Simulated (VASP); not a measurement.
Set up this calculation in VASP 6.6.1, as the native input.

```
Task                   : single point
Functional             : PBE
Dispersion             : D3(BJ)
Potentials or basis    : VASP PAW PBE potentials, release 64 (Sn_d, O)
Cutoff                 : 520 eV
k mesh                 : 7 × 7 × 1
Occupations            : gaussian, width 0.05 eV
Spin                   : no spin polarisation
Dipole correction      : yes
Further INCAR settings : ALGO = Normal; EDIFF = 1e-07; NBANDS = 50
```

The structure of SnO lies in POSCAR:

```
SnO
1.0
    3.8201630995      0.0000000000      0.0000000000
    0.0000000000      3.8201630995      0.0000000000
    0.0000000000      0.0000000000     22.2260821294
Sn O
4 4
Direct
    0.7500000000      0.2500000000      0.2024648327
    0.2500000000      0.7500000000      0.3087832136
    0.2500000000      1.2500000000      0.4820031260
   -0.2500000000      1.7500000000      0.5883215068
    0.2500000000      0.2500000000      0.2556240231
    0.7500000000      0.7500000000      0.2556240231
   -0.2500000000      1.2500000000      0.5351623164
    0.2500000000      1.7500000000      0.5351623164
```

This cell differs from its parent crystal: layers slid over each other.

These files were run (other wordings do the same):

INCAR

```
SYSTEM = SnO
PREC = Accurate ; ENCUT = 520
EDIFF = 1E-7 ; ISMEAR = 0
SIGMA = 0.05 ; LREAL = .FALSE.
LASPH = .TRUE. ; NELM = 80
ALGO = Normal ; ISIF = 2
LWAVE = .FALSE. ; LCHARG = .FALSE.
LDIPOL = .TRUE. ; IDIPOL = 3
DIPOL = 0.5 0.5 0.395 ; GGA = PE
IVDW = 12 ; NBANDS = 50
```

KPOINTS

```
Automatic mesh
0
G
  7 7 1
  0 0 0
```

Potentials or basis: VASP PAW PBE potentials, release 64 (Sn_d, O).

The run is started by

```console
$ cat potpaw_PBE.64/Sn_d/POTCAR potpaw_PBE.64/O/POTCAR > POTCAR
$ mpirun -np 1 vasp_std > vasp.out
```

Results of the run:

* Largest force: 0.101 eV/Å
* Band gap on the k mesh: 2.19 eV (least direct gap 2.40 eV)
* Dispersion energy per atom: -0.159 eV

Caveat: the cell differs from its parent crystal (layers slid over each other); spin-orbit coupling is left out, which moves the levels of the heavy elements.

Run time: 5.3 min on 1 thread of Intel(R) Xeon(R) Platinum 8488C (Sapphire Rapids), with other jobs on the host, peak memory 0.43 GiB.
